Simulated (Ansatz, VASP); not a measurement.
## Two plane-wave programs on TiAl3

```xyz
4
Lattice="3.8040 0.0000 0.0000 0.0000 3.8040 0.0000 0.0000 0.0000 5.4290" Properties=species:S:1:pos:R:3 pbc="T T T"
Ti    0.0000    0.0000    2.7145
Al    1.9020    1.9020    0.0000
Al    1.9020    1.9020    2.7145
Al    0.0000    0.0000    0.0000
```

Alike in both runs: task single point; functional PBE; k mesh 4 × 4 × 4; occupations gaussian, width 0.1 eV; collinear spin.

|  | VASP | Ansatz |
| --- | --- | --- |
| version | VASP 6.6.1 | Ansatz 0.2.0 |
| potentials or method | VASP PAW PBE potentials, release 64 (Ti_sv, Al), cutoff 520 eV | scalar-relativistic, plane waves, PAW |
| valence electrons in the cell | 21 | 21 |

|  | VASP | Ansatz | Ansatz less VASP |
| --- | --- | --- | --- |
| gap on the k mesh at the Fermi level (eV) | none | none | - |
| pressure (GPa) | 0.0 | 0.1 | +0.01 |
| traceless stress, the component that is largest in VASP (GPa) | 0.05 | 0.07 | +0.026 |
| net moment per atom (μB) | 0.00 | 0.00 | +0.001 |

A gap of «none» marks a metal or a gap that the smearing closes. Ansatz's warnings: seeded moment not kept.

The k mesh is coarse, so the values compare programs but aren't converged.
